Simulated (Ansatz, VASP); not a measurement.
AlN in VASP and in Ansatz

The input INCAR:

```
SYSTEM = AlN
PREC     = Accurate       ! precision mode
ENCUT    = 520            ! plane-wave cutoff, eV
EDIFF    = 1E-7           ! SCF threshold, eV
ISMEAR   = 0              ! smearing method
SIGMA    = 0.05           ! smearing width, eV
LREAL    = .False.        ! projectors in reciprocal space
LASPH    = .True.         ! aspherical terms in the spheres
NELM     = 100            ! most SCF steps
ALGO     = Normal         ! electronic algorithm
ISIF     = 2              ! what is computed and relaxed
LWAVE    = .False.        ! write WAVECAR
LCHARG   = .False.        ! write CHGCAR
IBRION   = 2              ! ionic algorithm
NSW      = 50             ! ionic steps
EDIFFG   = -0.01          ! ionic threshold
```

File KPOINTS:

```
regular mesh
0
Gamma
  9 9 6
  0 0 0
```

The input POSCAR:

```
AlN
1.0
    3.0577000000      0.0000000000      0.0000000000
   -1.5288500000      2.6480458772      0.0000000000
    0.0000000000      0.0000000000      5.5368000000
Al N
2 2
Direct
    0.3333333333      0.6666666667      0.0015210172
    0.6666666667      0.3333333333      0.5015210172
    0.3333333333      0.6666666667      0.3834789828
    0.6666666667      0.3333333333      0.8834789828
```

Input for Ansatz:

```yaml
crystal:
  lattice:
    - [3.0577, 0.0, 0.0]
    - [-1.52885, 2.6480458772, 0.0]
    - [0.0, 0.0, 5.5368]
  atoms:
    - { symbol: Al, position: [0.3333333333, 0.6666666667, 0.0015210172] }
    - { symbol: Al, position: [0.6666666667, 0.3333333333, 0.5015210172] }
    - { symbol: "N", position: [0.3333333333, 0.6666666667, 0.3834789828] }
    - { symbol: "N", position: [0.6666666667, 0.3333333333, 0.8834789828] }
basis:
  ecutwfc: 520.0
kpoints:
  mp_grid: { grid: [9, 9, 6] }
hamiltonian:
  xc: lda
  pseudopotentials: { kind: paw, azcp: { folder: soft_1 } }
scf:
  occupations: { method: gaussian, width: 0.05 }
output:
  forces: true
  stress: true
  eigenvalues: true
relax:
  adjacent_minimum: "off"
  f_tol: 0.01
  max_steps: 30
```

Alike in both runs: task relaxation of the atoms; functional LDA; k mesh 9 × 9 × 6; occupations gaussian, width 0.05 eV; no spin polarisation.

```csv
,VASP,Ansatz
version,VASP 6.6.1,Ansatz 0.2.0
potentials or method,"VASP PAW LDA potentials, release 64 (Al, N), cutoff 520 eV","scalar-relativistic, plane waves, PAW"
valence electrons in the cell,16,16
```

VASP gave:

| Property | Result |
| --- | --- |
| gap on the k mesh at the Fermi level, each at its own relaxed structure (eV) | 3.06 |

Question: What did Ansatz give for the same quantities?

Answer: gap on the k mesh at the Fermi level, each at its own relaxed structure (eV): 3.07.

Ansatz warns that its potentials were made for another functional, while VASP's fit it. LDA's correlation is that of Perdew and Zunger in VASP and of Perdew and Wang (1992) in Ansatz. Ansatz's warnings: stress scf threshold loose.
